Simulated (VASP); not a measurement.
Runs of VASP 6.6.1 on WS2. The structure is that of space group P-6m2 (No. 187), or close to it. The cells are those of the table. 

| level | potentials or basis | U | cell | k mesh | cutoff (eV) | gap on the mesh (eV) | largest force (eV/Å) |
| --- | --- | --- | --- | --- | --- | --- | --- |
| r2SCAN+U | VASP PAW PBE potentials, release 64 (W_sv, S) | W d U = 2.0 eV | a = 3.183, b = 3.183, c = 28.532 Å, angles 90.0, 90.0, 120.0°, 9 atoms | 7 × 7 × 1 | 520 | 1.60 | 0.19 |
| PBEsol | VASP PAW PBE potentials, release 64 (W_sv, S) | - | a = 3.146, b = 3.146, c = 28.365 Å, angles 90.0, 90.0, 120.0°, 9 atoms | 10 × 10 × 1 | 520 | 1.43 | (a) |
| RPBE | VASP PAW PBE potentials, release 64 (W_sv, S) | - | a = 3.183, b = 3.183, c = 28.532 Å, angles 90.0, 90.0, 120.0°, 9 atoms | 10 × 10 × 1 | 500 | 1.53 | 0.44 |
| PBE | VASP PAW PBE potentials, release 64 (W_sv, S) | - | a = 3.183, b = 3.183, c = 28.532 Å, angles 90.0, 90.0, 120.0°, 9 atoms | 10 × 10 × 1 | 520 | 1.48 | 0.27 |
| LDA | VASP PAW LDA potentials, release 64 (W_sv, S) | - | a = 3.183, b = 3.183, c = 28.532 Å, angles 90.0, 90.0, 120.0°, 9 atoms | 10 × 10 × 1 | 520 | (b) | 0.35 |

Alike in all rows: task single point; no spin polarisation; smearing fermi-dirac 0.05 eV.

Problem. Fill in the values left out.

Solution. (a) 0.03; (b) 1.40.

Caveats: spin-orbit coupling is left out, which moves the levels of the heavy elements; the PAW data sets were made with another functional, which shifts forces and pressure a little (some runs).

A k mesh can miss the band edges, and the runs leave out spin-orbit coupling on W.
